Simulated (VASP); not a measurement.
# Y (P6_3/mmc) in VASP: further runs

Y is run at these levels: BLYP; tasks: single point.

Program: VASP 6.6.1. These are calculated values, not measurements. Logs are shortened: lines on timing, memory, paths and dates and some standing lists are left out, and cuts for length are marked.

### 1 The cell of the first run

It takes space group P6_3/mmc (No. 194, hexagonal). The conventional cell has a = 3.693 Å, b = 3.693 Å, c = 5.709 Å, α = 90.00°, β = 90.00°, γ = 120.00°. Y (site symmetry -6m2) has 12 Y at 3.56 to 3.69 Å within 4.7 Å.

### 2 Single point, BLYP, collinear spin, ferromagnetic start

Input file INCAR:

```
  PREC = Accurate
  ENCUT = 520
  EDIFF = 1E-6
  ISMEAR = -1
  SIGMA = 0.1
  LREAL = F
  LASPH = T
  NELM = 150
  ALGO = Normal
  ISIF = 2
  LWAVE = F
  LCHARG = F
  ISPIN = 2
  MAGMOM = 1 1
  LORBIT = 11
  LMAXMIX = 4
  GGA = B5
  ALDAX = 1.0
  AGGAX = 1.0
  AGGAC = 1.0
  ALDAC = 0.0
  NBANDS = 22
```

Input file KPOINTS:

```
regular mesh
0
Gamma
  5 5 3
```

Input file POSCAR:

```
Y
1.0
    3.6928105545      0.0000000000      0.0000000000
   -1.8464052773      3.1980677516      0.0000000000
    0.0000000000      0.0000000000      5.7087541404
Y
2
Direct
    0.3333333333      0.6666666667      0.2500000000
    0.6666666667      0.3333333333      0.7500000000
```

Potentials or basis: VASP PAW PBE potentials, release 64 (Y_sv).

Launch:

```sh
$ cat potpaw_PBE.64/Y_sv/POTCAR > POTCAR
$ mpirun -np 1 vasp_std > vasp.out
```

OUTCAR:

```text
PREC = Accurate
   ENCUT = 520
   EDIFF = 1E-6
   ISMEAR = -1
   LREAL = F
   LASPH = T
   NELM = 150
   ISIF = 2
   ISPIN = 2
   LORBIT = 11
   GGA = B5

 ion  position               nearest neighbor table
   1  0.333  0.667  0.250-   2 3.56   2 3.56   2 3.56   2 3.56   2 3.56   2 3.56
   2  0.667  0.333  0.750-   1 3.56   1 3.56   1 3.56   1 3.56   1 3.56   1 3.56

  LATTYP: Found a hexagonal cell.
 ALAT       =     3.6928105545
 C/A-ratio  =     1.5459103726

  Lattice vectors:

 A1 = (   3.6928105545,   0.0000000000,   0.0000000000)
 A2 = (  -1.8464052773,   3.1980677516,   0.0000000000)
 A3 = (   0.0000000000,   0.0000000000,   5.7087541404)

Analysis of symmetry for initial positions (statically):
=====================================================================
 Subroutine PRICEL returns:
 Original cell was already a primitive cell.

 Routine SETGRP: Setting up the symmetry group for a
 hexagonal supercell.

 Subroutine GETGRP returns: Found 24 space group operations
 (whereof 12 operations were pure point group operations)
 out of a pool of 24 trial point group operations.

The static configuration has the point symmetry D_3d.
 The point group associated with its full space group is D_6h.

Analysis of symmetry for dynamics (positions and initial velocities):
=====================================================================
 Subroutine PRICEL returns:
 Original cell was already a primitive cell.

 Routine SETGRP: Setting up the symmetry group for a
 hexagonal supercell.

 Subroutine GETGRP returns: Found 24 space group operations
 (whereof 12 operations were pure point group operations)
 out of a pool of 24 trial point group operations.

The dynamic configuration has the point symmetry D_3d.
 The point group associated with its full space group is D_6h.

Analysis of structural, dynamic, and magnetic symmetry:
=====================================================================
 Subroutine PRICEL returns:
 Original cell was already a primitive cell.

 Routine SETGRP: Setting up the symmetry group for a
 hexagonal supercell.

 Subroutine GETGRP returns: Found 24 space group operations
 (whereof 12 operations were pure point group operations)
[... 104 lines left out ...]
   EFERMI_NEDOS =   21; number of points for ismear=-14 and -15
   IALGO  =     38    algorithm
   IMIX   =      4    mixing-type and parameters
     AMIX     =   0.40;   BMIX     =  1.00
     AMIX_MAG =   1.60;   BMIX_MAG =  1.00
  volume/ion in A,a.u.               =      33.71       227.48
  Fermi-wavevector in a.u.,A,eV,Ry     =   1.127077  2.129867 17.283526  1.270303
  Thomas-Fermi vector in A             =   2.263762
   LORBIT       =     11    0 simple, 1 ext, 2 COOP (PROOUT), +10 PAW based schemes
   GGA     = B5    functional components
   LHFCALC =     F    Hartree Fock is set to
   AEXX    =    0.0000 exact exchange contribution
   IVDW    =     0    specifies the selected vdW correction
   LEPSILON=     F    determine dielectric tensor
   LRPA    =     F    only Hartree local field effects (RPA)
 spin polarized calculation
  energy-cutoff  :      520.00
  volume of cell :       67.42
 maximum number of plane-waves:      1836
 NGX is ok and might be reduce to    28
   NGX = 13   NGY = 13   NGZ = 21

 number of electron      21.9999998 magnetization       0.0014416

 Free energy of the ion-electron system (eV)
  ---------------------------------------------------
  ext. energy  EPLUGINS =         0.00000000
  ---------------------------------------------------
  free energy    TOTEN  =       -10.95549209 eV

  energy without entropy =      -10.80799824  energy(sigma->0) =      -10.88174516

 E-fermi :   3.3332     XC(G=0):  -8.8112

 val. band max:        3.2458986674   @ k =   0.2000   0.2000   0.3333
 cond. band min:       3.3339798827   @ k =   0.4000   0.2000   0.3333
 fundamental gap:      0.0880812153
 Fermi energy:         3.3332071123

 spin component 1

 k-point     1 :       0.0000    0.0000    0.0000
  band No.  band energies     occupation
      1     -39.3743      1.00000
      2     -39.3042      1.00000
      3     -19.7216      1.00000
      4     -19.2753      1.00000
      5     -19.2753      1.00000
      6     -19.1865      1.00000
[... 239 lines left out ...]
     21      10.7934      0.00000
     22      10.8620      0.00000
 Fermi energy:         3.3332071123

 spin component 2

 k-point     1 :       0.0000    0.0000    0.0000
  band No.  band energies     occupation
      1     -39.3740      1.00000
      2     -39.3039      1.00000
      3     -19.7214      1.00000
      4     -19.2750      1.00000
      5     -19.2750      1.00000
      6     -19.1862      1.00000
[... 239 lines left out ...]
     21      10.7940      0.00000
     22      10.8625      0.00000

------------------------ aborting loop because EDIFF is reached ----------------------------------------

  FORCE on cell =-STRESS in cart. coord.  units (eV):
  Direction    XX          YY          ZZ          XY          YZ          ZX
  --------------------------------------------------------------------------------------
  -------------------------------------------------------------------------------------
  Total        0.0718551      0.0718551      0.0459715     -0.0000000      0.0000000      0.0000000
  in kB        1.7075852      1.7075852      1.0924784     -0.0000000      0.0000000      0.0000000
  external PRESSURE =       1.5025496 kB  Pullay stress =       0.0000000 kB

 VOLUME and BASIS-vectors are now :
 -----------------------------------------------------------------------------
  energy-cutoff  :      520.00
  volume of cell :       67.42
      direct lattice vectors                 reciprocal lattice vectors
     3.692810554  0.000000000  0.000000000     0.270796453  0.156344405  0.000000000
    -1.846405277  3.198067752  0.000000000     0.000000000  0.312688810  0.000000000
     0.000000000  0.000000000  5.708754140     0.000000000  0.000000000  0.175169569

 POSITION                                       TOTAL-FORCE (eV/Angst)
 -----------------------------------------------------------------------------------
     -0.00000      2.13205      1.42719         0.000000     -0.000000      0.000000
      1.84641      1.06602      4.28157        -0.000000      0.000000      0.000000
 -----------------------------------------------------------------------------------
    total drift:                               -0.000000      0.000000     -0.000000

  FREE ENERGIE OF THE ION-ELECTRON SYSTEM (eV)
  ---------------------------------------------------
  free  energy   TOTEN  =       -10.9554920866 eV

  energy  without entropy=      -10.8079982406  energy(sigma->0) =      -10.88174516

 total charge

# of ion       s       p       d       f       tot
--------------------------------------------------
    1        2.283   6.208   0.948   0.006   9.446
    2        2.283   6.208   0.948   0.006   9.446
--------------------------------------------------
tot          4.567  12.417   1.896   0.013  18.892

 magnetization (x)

# of ion       s       p       d       f       tot
--------------------------------------------------
    1        0.000   0.000   0.000   0.000   0.000
    2        0.000   0.000   0.000   0.000   0.000
--------------------------------------------------
tot          0.000   0.000   0.001   0.000   0.001
```

stdout:

```text
POSCAR found type information on POSCAR Y
 POSCAR found :  1 types and       2 ions
 scaLAPACK will be used
 -----------------------------------------------------------------------------
|                                                                             |
|                                                                             |
|     You enforced a specific xc type in the INCAR file but a different       |
|     I HOPE YOU KNOW WHAT YOU ARE DOING!                                     |
|                                                                             |
 -----------------------------------------------------------------------------

 LDA part: xc-table for (Slater(with rela. corr.)+VWN5), standard interpolation
 POSCAR, INCAR and KPOINTS ok, starting setup
 FFT: planning ... GRIDC
 FFT: planning ... GRID_SOFT
 FFT: planning ... GRID
 WAVECAR not read
 entering main loop
```

It took 41 s on 1 thread of Intel Xeon 6975P-C (Granite Rapids), shared host; peak memory 0.21 GiB.

What came out:

```yaml
Free_energy: -10.9555 eV
Pressure: 0.2 GPa
Band_gap_on_the_k_mesh: zero (filled and empty bands overlap)
Net_moment: 0.00 μB per cell
Valence_electrons_inside_the_program's_atomic_spheres: Y 9.45
```

Levels at points of the mesh, in eV from the Fermi level:
Spin up:
| k point | band 9 | band 10 | band 11 | band 12 | band 13 | band 14 |
| --- | --- | --- | --- | --- | --- | --- |
| (0.00, 0.00, 0.00) | -4.52 | -1.76 | 1.08 | 1.64 | 1.64 | 2.03 |
Spin down:
```tsv
k point	band 9	band 10	band 11	band 12	band 13	band 14
(0.00, 0.00, 0.00)	-4.52	-1.76	1.08	1.64	1.64	2.03
```

Caveat: the k points lie up to 0.39 Å⁻¹ apart; the PAW data sets were made with another functional, which shifts forces and pressure a little.

### 3 Single point, BLYP (volume scaled by 1.08)

Input file INCAR:

```
SYSTEM = Y
AGGAC = 1.0
AGGAX = 1.0
ALDAC = 0.0
ALDAX = 1.0
ALGO = Normal
EDIFF = 1E-6
ENCUT = 520
GGA = B5
ISIF = 2
ISMEAR = -1
LASPH = .True.
LCHARG = .False.
LREAL = .False.
LWAVE = .False.
NBANDS = 18
NELM = 60
PREC = Accurate
SIGMA = 0.1
```

Input file KPOINTS:

```
k-points
0
Gamma
  16 16 9
  0 0 0
```

Input file POSCAR:

```
Y
1.0
    3.7810756827      0.0000000000      0.0000000000
   -1.8905378413      3.2745075948      0.0000000000
    0.0000000000      0.0000000000      5.8975533699
Y
2
Direct
    0.3333333333      0.6666666667      0.2500000000
    0.6666666667      0.3333333333      0.7500000000
```

Potentials or basis: VASP PAW PBE potentials, release 64 (Y_sv).

Launch:

```sh
$ cat potpaw_PBE.64/Y_sv/POTCAR > POTCAR
$ mpirun -np 1 vasp_std > vasp.out
```

It took 3.6 min on 1 thread of Intel Xeon Platinum 8259CL at 2.50GHz (Skylake/Cascade Lake), shared host; peak memory 0.32 GiB.

Results (log left out):

```yaml
Free_energy: -10.9263 eV
Pressure: -2.6 GPa
Band_gap_on_the_k_mesh: zero (band 11 reaches 3.77 eV, above the bottom of band 12 at 2.53 eV)
```

Levels at points of the mesh, in eV from the Fermi level:
```tsv
k point	band 8	band 9	band 10	band 11	band 12	band 13	band 14	band 15
(0.00, 0.00, 0.00)	-22.76	-4.41	-1.69	0.80	1.54	1.54	1.84	2.06
(0.50, 0.00, 0.00)	-22.83	-1.60	-1.01	-0.66	-0.17	1.25	1.28	1.85
```

Caveat: the PAW data sets were made with another functional, which shifts forces and pressure a little.

### 4 Single point, BLYP (volume scaled by 1.12)

Input file INCAR:

```
PREC = Accurate
ENCUT = 520
EDIFF = 1E-7
ISMEAR = -1
SIGMA = 0.1
LREAL = False
LASPH = True
NELM = 100
ALGO = Normal
ISIF = 2
LWAVE = False
LCHARG = False
GGA = B5
ALDAX = 1.0
AGGAX = 1.0
AGGAC = 1.0
ALDAC = 0.0
NBANDS = 18
```

Input file KPOINTS:

```
regular mesh
0
Gamma
  16 16 9
```

Input file POSCAR:

```
Y
1.0
    3.8271909066      0.0000000000      0.0000000000
   -1.9135954533      3.3144445503      0.0000000000
    0.0000000000      0.0000000000      5.9694818413
Y
2
Direct
    0.3333333333      0.6666666667      0.2500000000
    0.6666666667      0.3333333333      0.7500000000
```

Launch:

```sh
$ cat potpaw_PBE.64/Y_sv/POTCAR > POTCAR
$ mpirun -np 1 vasp_std > vasp.out
```

Wall time 4.1 min (1 thread of Intel Xeon Platinum 8259CL at 2.50GHz (Skylake/Cascade Lake), shared host); peak memory 0.33 GiB.

The run converged. Its results:

* Free energy: -10.8733 eV
* Pressure: -3.6 GPa
* Band gap on the k mesh: zero (band 11 reaches 3.55 eV, above the bottom of band 12 at 2.36 eV)

Stress tensor (GPa, compression positive):
```
-3.61  0.00  0.00
 0.00 -3.61  0.00
 0.00  0.00 -3.69
```

Levels at points of the mesh, in eV from the Fermi level:
```
           k point  band 9  band 10  band 11  band 12  band 13  band 14
(0.00, 0.00, 0.00)   -4.35    -1.64     0.72     1.50     1.50     1.79
(0.50, 0.00, 0.00)   -1.59    -0.96    -0.62    -0.20     1.19     1.25
```

Caveat: the PAW data sets were made with another functional, which shifts forces and pressure a little.

### 5 Summary

```tsv
spin	cell	k mesh	gap on the mesh (eV)	pressure (GPa)
collinear, ferromagnetic start	a = 3.693, b = 3.693, c = 5.709 Å, angles 90.0, 90.0, 120.0°, 2 atoms	5 × 5 × 3	none	0.2
off	a = 3.781, b = 3.781, c = 5.898 Å, angles 90.0, 90.0, 120.0°, 2 atoms	16 × 16 × 9	none	-2.6
off	a = 3.827, b = 3.827, c = 5.969 Å, angles 90.0, 90.0, 120.0°, 2 atoms	16 × 16 × 9	none	-3.6
```

Alike in all rows: task single point; level BLYP; potentials or basis VASP PAW PBE potentials, release 64 (Y_sv); cutoff (eV) 520; smearing fermi-dirac 0.1 eV.

Caveats: some runs use coarse meshes; the PAW data sets were made with another functional, which shifts forces and pressure a little.

Total energies depend on the potentials used, so only differences within one code and one set of settings carry meaning.
